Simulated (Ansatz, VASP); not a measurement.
## One calculation of TiSi2, two programs

File POSCAR:

```
TiSi2
1.0
   -1.4629866552      1.7006388484      4.1838131348
    1.4629866552     -1.7006388484      4.1838131348
    1.4629866552      1.7006388484     -4.1838131348
Ti Si
1 2
Direct
    0.0000000000      0.0000000000      0.0000000000
    0.6700780000      0.6700780000      0.0000000000
    0.3299220000      0.3299220000      0.0000000000
```

Contents of INCAR.step1:

```
SYSTEM = TiSi2
ALGO     = Normal         ! electronic algorithm
EDIFF    = 1E-4           ! SCF threshold, eV
ENCUT    = 520            ! plane-wave cutoff, eV
GGA      = PE             ! functional
ISMEAR   = -1             ! smearing method
LASPH    = .True.         ! aspherical terms in the spheres
LCHARG   = .False.        ! write CHGCAR
LREAL    = .False.        ! projectors in reciprocal space
LWAVE    = .True.         ! write WAVECAR
NBANDS   = 17             ! bands
NELM     = 60             ! most SCF steps
PREC     = Accurate       ! precision mode
SIGMA    = 0.05           ! smearing width, eV
```

Contents of INCAR.step2:

```
SYSTEM = TiSi2
ALGO     = Normal         ! electronic algorithm
EDIFF    = 1E-6           ! SCF threshold, eV
ENCUT    = 520            ! plane-wave cutoff, eV
ISIF     = 2              ! what is computed and relaxed
ISMEAR   = -1             ! smearing method
ISTART   = 1            
LASPH    = .True.         ! aspherical terms in the spheres
LCHARG   = .False.        ! write CHGCAR
LMIXTAU  = .True.       
LREAL    = .False.        ! projectors in reciprocal space
LWAVE    = .False.        ! write WAVECAR
METAGGA  = R2SCAN         ! meta-GGA
NBANDS   = 17             ! bands
NELM     = 60             ! most SCF steps
PREC     = Accurate       ! precision mode
SIGMA    = 0.05           ! smearing width, eV
```

KPOINTS

```
k-points
0
Gamma
  12 12 12
  0 0 0
```

File input.yaml:

```yaml
crystal:
  lattice:
    - [-1.4629866552, 1.7006388484, 4.1838131348]
    - [1.4629866552, -1.7006388484, 4.1838131348]
    - [1.4629866552, 1.7006388484, -4.1838131348]
  atoms:
    - { symbol: Ti, position: [0.0, 0.0, 0.0] }
    - { symbol: Si, position: [0.670078, 0.670078, 0.0] }
    - { symbol: Si, position: [0.329922, 0.329922, 0.0] }
hamiltonian:
  xc: r2scan
  pseudopotentials: { kind: paw }
kpoints:
  mp_grid: { grid: [12, 12, 12] }
scf:
  occupations: { method: fermi_dirac, width: 0.05 }
output:
  forces: true
  stress: true
  eigenvalues: true
```

Alike in both runs: task single point; functional r2SCAN; k mesh 12 × 12 × 12; occupations fermi-dirac, width 0.05 eV; no spin polarisation.

|  | VASP | Ansatz |
| --- | --- | --- |
| version | VASP 6.6.1 | Ansatz 0.2.0 |
| potentials or method | VASP PAW PBE potentials, release 64 (Ti_sv, Si) | Ansatz PAW |
| plane-wave cutoff (eV) | 520 | 500 |
| valence electrons in the cell | 20 | 20 |

VASP gave:

| Item | Value |
| --- | --- |
| gap on the k mesh at the Fermi level (eV) | none |
| pressure (GPa) | 0.8 |
| traceless stress, the component that is largest in VASP (GPa) | -0.63 |
| rms of the force components (eV/Å) | 0.036 |

Estimate Ansatz's values.

gap on the k mesh at the Fermi level (eV): none; pressure (GPa): 0.5; traceless stress, the component that is largest in VASP (GPa): -0.64; rms of the force components (eV/Å): 0.030.

VASP's potentials were made for PBE, not for r2SCAN. Atom by atom the forces differ by 0.006 eV/Å (rms over components). A gap of «none» marks a metal or a gap that the smearing closes. With one functional, cell and mesh, what is left measures potentials, basis and numerics.
